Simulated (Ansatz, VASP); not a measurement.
## One calculation of In, two programs

The input INCAR:

```
SYSTEM = In
PREC = Accurate ; ENCUT = 520
EDIFF = 1E-6 ; ISMEAR = -1
SIGMA = 0.1 ; LREAL = .FALSE.
LASPH = .TRUE. ; NELM = 100
ALGO = Normal ; ISIF = 2
LWAVE = .FALSE. ; LCHARG = .TRUE.
GGA = RE ; LELF = .TRUE.
LVHAR = .TRUE. ; NBANDS = 20
```

KPOINTS

```
Automatic mesh
0
G
  9 9 9
  0 0 0
```

File POSCAR:

```
In
1.0
    0.0000000000      3.5019099830      3.5019099830
    3.5019099830      0.0000000000      3.5019099830
    3.5019099830      3.5019099830      0.0000000000
In
2
Direct
    0.1250000000      0.1250000000      0.1250000000
    0.8750000000      0.8750000000      0.8750000000
```

Input for Ansatz:

```yaml
crystal:
  lattice:
    - [0.0, 3.501909983, 3.501909983]
    - [3.501909983, 0.0, 3.501909983]
    - [3.501909983, 3.501909983, 0.0]
  atoms:
    - { symbol: In, position: [0.125, 0.125, 0.125] }
    - { symbol: In, position: [0.875, 0.875, 0.875] }
hamiltonian:
  xc: revpbe
  pseudopotentials:
    kind: paw
    azcp:
      In: "pseudopotentials/In.paw.azcp"
basis:
  ecutwfc: 420
  fft_grid_basis: typed
kpoints:
  mp_grid: { grid: [9, 9, 9], shift: [0, 0, 0] }
magnetization:
  spin_polarized: false
scf:
  occupations: { method: fermi_dirac, width: 0.1 }
  lower_state_search: "off"
output:
  stress: true
```

Alike in both runs: task single point; functional revPBE; k mesh 9 × 9 × 9; occupations fermi-dirac, width 0.1 eV; no spin polarisation.

|  | VASP | Ansatz |
| --- | --- | --- |
| version | VASP 6.6.1 | Ansatz 0.2.0 |
| potentials or method | VASP PAW PBE potentials, release 64 (In_d), cutoff 520 eV | plane waves (420 eV) with PAW, scalar-relativistic |
| valence electrons in the cell | 26 | 26 |

```tsv
	VASP	Ansatz	Ansatz less VASP
pressure (GPa)	-1.1	-1.1	+0.02
```

VASP's potentials were made for PBE, not for revPBE.
